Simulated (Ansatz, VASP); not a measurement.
Sb in VASP and in Ansatz

INCAR

```
SYSTEM = Sb
PREC = Accurate
ENCUT = 520
EDIFF = 1E-6
ISMEAR = -1
SIGMA = 0.05
LREAL = .False.
LASPH = .True.
NELM = 100
ALGO = Normal
ISIF = 2
LWAVE = .False.
LCHARG = .False.
GGA = CA
NBANDS = 8
```

The input KPOINTS:

```
Automatic mesh
0
Gamma
  13 13 13
  0 0 0
```

POSCAR

```
Sb
1.0
    3.1600000000      0.0000000000      0.0000000000
    0.0000000000      3.1600000000      0.0000000000
    0.0000000000      0.0000000000      3.1600000000
Sb
1
Direct
    0.0000000000      0.0000000000      0.0000000000
```

Input for Ansatz:

```yaml
crystal:
  lattice:
    - [3.16, 0.0, 0.0]
    - [0.0, 3.16, 0.0]
    - [0.0, 0.0, 3.16]
  atoms:
    - { symbol: Sb, position: [0.0, 0.0, 0.0] }
kpoints:
  mp_grid: { grid: [13, 13, 13] }
  band_path:
    path:
      - [0.0, 0.0, 0.0]
      - [0.0, 0.5, 0.0]
      - [0.5, 0.5, 0.0]
      - [0.0, 0.0, 0.0]
      - [0.5, 0.5, 0.5]
      - [0.0, 0.5, 0.0]
      - [0.5, 0.5, 0.5]
      - [0.5, 0.5, 0.0]
    npoints: 5
scf:
  occupations: { method: fermi_dirac, width: 0.05 }
hamiltonian:
  xc: lda
  pseudopotentials: { kind: all_electron, lapw: { basis_error: 0.001 } }
output:
  forces: true
  stress: true
  eigenvalues: true
```

Alike in both runs: task single point; functional LDA; k mesh 13 × 13 × 13; occupations fermi-dirac, width 0.05 eV; no spin polarisation.

```csv
,VASP,Ansatz
version,VASP 6.6.1,Ansatz 0.2.0
potentials or method,"VASP PAW LDA potentials, release 64 (Sb), cutoff 520 eV","all-electron LAPW, scalar-relativistic"
```

Ansatz gave:

```
pressure (GPa) : -5.9
```

**Question.** What did VASP give for the same quantities?

**Answer.** Pressure (GPa): -5.8.

LDA's correlation is that of Perdew and Zunger in VASP and of Perdew and Wang (1992) in Ansatz. Ansatz ran all-electron here, and VASP with PAW potentials.

Spin-orbit coupling is off throughout.
